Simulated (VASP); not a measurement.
# HPt3 in VASP: a series of runs, part 2 of 2

VASP 6.6.1. Earlier steps stand in the parts before.

## Step 3: Relaxation of the atoms, PBEsol

INCAR reads:

```
SYSTEM = HPt3
  PREC = Accurate
  ENCUT = 520
  EDIFF = 1E-7
  ISMEAR = 0
  SIGMA = 0.1
  LREAL = .FALSE.
  LASPH = .TRUE.
  NELM = 60
  ALGO = Fast
  ISIF = 2
  LWAVE = .FALSE.
  LCHARG = .FALSE.
  LDIPOL = .TRUE.
  IDIPOL = 3
  DIPOL = 0.5 0.5 0.331
  GGA = PS
  IBRION = 2
  NSW = 36
  EDIFFG = -0.025
```

KPOINTS reads:

```
Automatic mesh
0
G
  10 10 1
  0 0 0
```

POSCAR reads:

```
HPt3
1.0
    2.7704032196      0.0000000000      0.0000000000
    0.0000000000      2.7704032196      0.0000000000
    0.0000000000      0.0000000000     19.2978325186
Pt H
3 1
Selective dynamics
Direct
    0.5000000000      0.5000000000      0.2072771642  F F F
    0.0000000000      0.0000000000      0.3057065440  F F F
    0.5000000000      0.5000000000      0.4040781529  F F F
    0.8333333333      1.0000000000      0.4076193634  F F T
```

Potentials or basis: VASP PAW PBE potentials, release 64 (Pt, H).

Started as:

```bash
> cat potpaw_PBE.64/Pt/POTCAR potpaw_PBE.64/H/POTCAR > POTCAR
> mpirun -np 1 vasp_std > vasp.out
```

OUTCAR:

```text
SYSTEM = HPt3
   PREC = Accurate
   ENCUT = 520
   EDIFF = 1E-7
   ISMEAR = 0
   LREAL = .FALSE.
   LASPH = .TRUE.
   NELM = 60
   ISIF = 2
   GGA = PS
   IBRION = 2
   NSW = 36
   EDIFFG = -0.025

 ion  position               nearest neighbor table
   1  0.500  0.500  0.207-   2 2.73   2 2.73   2 2.73   2 2.73
   2  0.000  0.000  0.306-   4 2.02   3 2.73   3 2.73   3 2.73   3 2.73   1 2.73   1 2.73   1 2.73
                             1 2.73
   3  0.500  0.500  0.404-   4 1.67   4 1.67   2 2.73   2 2.73   2 2.73   2 2.73
   4  0.833  0.000  0.408-   3 1.67   3 1.67   2 2.02

  LATTYP: Found a simple tetragonal cell.
 ALAT       =     2.7704032196
 C/A-ratio  =     6.9657125656

  Lattice vectors:

 A1 = (   2.7704032196,   0.0000000000,   0.0000000000)
 A2 = (   0.0000000000,   2.7704032196,   0.0000000000)
 A3 = (   0.0000000000,   0.0000000000,  19.2978325186)

Analysis of symmetry for initial positions (statically):
=====================================================================
 Subroutine PRICEL returns:
 Original cell was already a primitive cell.

 Routine SETGRP: Setting up the symmetry group for a
 simple tetragonal supercell.

 Subroutine GETGRP returns: Found  2 space group operations
 (whereof  2 operations were pure point group operations)
 out of a pool of 16 trial point group operations.

The static configuration has the point symmetry C_1h.

Analysis of symmetry for dynamics (positions and initial velocities):
=====================================================================
 Subroutine PRICEL returns:
 Original cell was already a primitive cell.

 Routine SETGRP: Setting up the symmetry group for a
 simple tetragonal supercell.

 Subroutine GETGRP returns: Found  2 space group operations
 (whereof  2 operations were pure point group operations)
 out of a pool of 16 trial point group operations.

The dynamic configuration has the point symmetry C_1h.

Analysis of constrained symmetry for selective dynamics:
=====================================================================
 Subroutine PRICEL returns:
 Original cell was already a primitive cell.

 Routine SETGRP: Setting up the symmetry group for a
 simple tetragonal supercell.

 Subroutine GETGRP returns: Found  2 space group operations
 (whereof  2 operations were pure point group operations)
 out of a pool of 16 trial point group operations.

The constrained configuration has the point symmetry C_1h.

 Subroutine INISYM returns: Found  2 space group operations
 (whereof  2 operations are pure point group operations),
 and found     1 'primitive' translations

[... 112 lines left out ...]
   EFERMI =   0.00;   METHOD = LEGACY
   ISMEAR =     0;   SIGMA  =   0.10  broadening in eV -4-tet -1-fermi 0-gaus
   EFERMI_NEDOS =   21; number of points for ismear=-14 and -15
   IALGO  =     68    algorithm
   IMIX   =      4    mixing-type and parameters
     AMIX     =   0.40;   BMIX     =  1.00
     AMIX_MAG =   1.60;   BMIX_MAG =  1.00
  volume/ion in A,a.u.               =      37.03       249.88
  Fermi-wavevector in a.u.,A,eV,Ry     =   0.971995  1.836804 12.854426  0.944774
  Thomas-Fermi vector in A             =   2.102257
   LORBIT       =      0    0 simple, 1 ext, 2 COOP (PROOUT), +10 PAW based schemes
   GGA     = PS    functional components
   LHFCALC =     F    Hartree Fock is set to
   AEXX    =    0.0000 exact exchange contribution
   IVDW    =     0    specifies the selected vdW correction
   LEPSILON=     F    determine dielectric tensor
   LRPA    =     F    only Hartree local field effects (RPA)
 conjugate gradient relaxation of ions
 non-spin polarized calculation
 RMM-DIIS sequential band-by-band and
 Gauss-broadening in eV      SIGMA  =   0.10
  energy-cutoff  :      520.00
  volume of cell :      148.11
 maximum number of plane-waves:      4015
 NGX is ok and might be reduce to    24
   NGX = 11   NGY = 11   NGZ = 71

--------------------------------------- Ionic step        1  -------------------------------------------

 number of electron      30.9999999 magnetization

 Free energy of the ion-electron system (eV)
  ---------------------------------------------------
  ext. energy  EPLUGINS =         0.00000000
  ---------------------------------------------------
  free energy    TOTEN  =       -21.97654560 eV

  energy without entropy =      -21.93754240  energy(sigma->0) =      -21.95704400

------------------------ aborting loop because EDIFF is reached ----------------------------------------

  FORCE on cell =-STRESS in cart. coord.  units (eV):
  Direction    XX          YY          ZZ          XY          YZ          ZX
  --------------------------------------------------------------------------------------
  -------------------------------------------------------------------------------------
  Total        0.9027100      2.6341072      3.7114135      0.0000000      0.0000000     -0.0144300
  in kB        9.7648219     28.4937447     40.1472154      0.0000000      0.0000000     -0.1560926
  external PRESSURE =      26.1352607 kB  Pullay stress =       0.0000000 kB
[... 103 lines left out ...]
 number of electron      30.9999997 magnetization

------------------------ aborting loop because EDIFF is reached ----------------------------------------

 vacuum level on the upper side and lower side of the slab       (xc-potential included)        -0.262        -0.038

  FORCE on cell =-STRESS in cart. coord.  units (eV):
  Direction    XX          YY          ZZ          XY          YZ          ZX
  --------------------------------------------------------------------------------------
  -------------------------------------------------------------------------------------
  Total       -1.4811378     -1.1425691      2.6351541      0.0000000      0.0000000      0.2001802
  in kB      -16.0218088    -12.3594334     28.5050694      0.0000000      0.0000000      2.1653952
  external PRESSURE =       0.0412757 kB  Pullay stress =       0.0000000 kB
[... 57 lines left out ...]
  FREE ENERGIE OF THE ION-ELECTRON SYSTEM (eV)
  ---------------------------------------------------
  free  energy   TOTEN  =       -22.2174191638 eV

  energy  without entropy=      -22.1813696046  energy(sigma->0) =      -22.19939438

 dipolmoment           0.000000      0.000000      0.003779 electrons x Angstroem

--------------------------------------- Ionic step        6  -------------------------------------------

 number of electron      30.9999998 magnetization

------------------------ aborting loop because EDIFF is reached ----------------------------------------
[... 33 lines left out ...]
--------------------------------------- Ionic step        7  -------------------------------------------

 number of electron      30.9999998 magnetization

 dipolmoment           0.000000      0.000000     -0.012318 electrons x Angstroem

 Free energy of the ion-electron system (eV)
  ---------------------------------------------------
  ext. energy  EPLUGINS =         0.00000000
  ---------------------------------------------------
  free energy    TOTEN  =       -22.53435641 eV

  energy without entropy =      -22.49858109  energy(sigma->0) =      -22.51646875

 E-fermi :  -0.3961     XC(G=0):  -5.2195

 val. band max:       -0.3974044039   @ k =   0.1000   0.1000   0.0000
 cond. band min:      -0.3916236703   @ k =  -0.1000   0.4000   0.0000
 fundamental gap:      0.0057807337
 Fermi energy:        -0.3961269789

 k-point     1 :       0.0000    0.0000    0.0000
  band No.  band energies     occupation
      1     -10.5152      2.00000
      2      -8.6140      2.00000
      3      -7.0350      2.00000
      4      -6.8533      2.00000
      5      -5.6159      2.00000
      6      -4.4530      2.00000
[... 505 lines left out ...]
      6      -4.7004      2.00000
[... 11 lines left out ...]
     18       3.0932      0.00000
     19       4.1885      0.00000

 [... further k-points ...]

------------------------ aborting loop because EDIFF is reached ----------------------------------------

 vacuum level on the upper side and lower side of the slab       (xc-potential included)        -0.151         0.131

  FORCE on cell =-STRESS in cart. coord.  units (eV):
  Direction    XX          YY          ZZ          XY          YZ          ZX
  --------------------------------------------------------------------------------------
  -------------------------------------------------------------------------------------
  Total       -2.2607382     -2.5217868      1.8528072      0.0000000      0.0000000     -0.1930213
  in kB      -24.4549266    -27.2787493     20.0422428      0.0000000      0.0000000     -2.0879555
  external PRESSURE =     -10.5638111 kB  Pullay stress =       0.0000000 kB
[... 19 lines left out ...]
  FREE ENERGIE OF THE ION-ELECTRON SYSTEM (eV)
  ---------------------------------------------------
  free  energy   TOTEN  =       -22.5343564071 eV

  energy  without entropy=      -22.4985810947  energy(sigma->0) =      -22.51646875

 reached required accuracy - stopping structural energy minimisation

 vacuum level on the upper side and lower side of the slab         5.113         5.404
```

Run time: 18 min. Hardware: 1 thread of Oxide Virtual Turin-like, shared host; peak memory 0.31 GiB.

Results:

| Property | Result |
| --- | --- |
| Free energy | -22.5344 eV |
| Energy gained by relaxing | 139.5 meV/atom |
| Ionic steps | 7 |
| Band gap on the k mesh | zero (an odd number of electrons rules out a gap without spin polarisation) |

The path:
| step | energy change (eV) | largest force on free atoms (eV/Å) | pressure (GPa) |
| --- | --- | --- | --- |
| 1 | 0.0000 | 1.0491 | 2.61 |
| 2 | -0.0538 | 1.0757 | 2.38 |
| 3 | -0.2202 | 1.0950 | 1.65 |
| 4 | -0.4979 | 0.6110 | 0.00 |
| 5 | -0.2409 | 1.4473 | -2.84 |
| 6 | -0.5578 | 0.0282 | -0.98 |
| 7 | -0.5578 | 0.0215 | -1.06 |

Final structure:
```yaml
crystal:
  lattice:
    - [2.77040, 0.00000, 0.00000]
    - [0.00000, 2.77040, 0.00000]
    - [0.00000, 0.00000, 19.29783]
  atoms:
    - { symbol: Pt, position: [0.50000, 0.50000, 0.20728] }
    - { symbol: Pt, position: [0.00000, 0.00000, 0.30571] }
    - { symbol: Pt, position: [0.50000, 0.50000, 0.40408] }
    - { symbol: H, position: [0.83333, 0.00000, 0.44390] }
```

Levels at points of the mesh, in eV from the Fermi level:
```csv
k point,band 12,band 13,band 14,band 15,band 16,band 17,band 18,band 19
"(0.00, 0.00, 0.00)",-1.68,-1.48,-1.44,-0.69,0.02,0.06,0.07,1.36
"(0.50, 0.00, 0.00)",-1.29,-0.88,-0.51,-0.40,-0.06,1.55,1.64,2.79
"(0.00, 0.50, 0.00)",-1.23,-0.75,-0.62,-0.34,-0.04,1.59,1.62,3.26
"(0.50, 0.50, 0.00)",-0.25,0.42,0.50,0.95,1.90,3.22,4.81,7.03
```

Caveat: the PAW data sets were made with another functional, which shifts forces and pressure a little; spin-orbit coupling is left out, which moves the levels of the heavy elements.
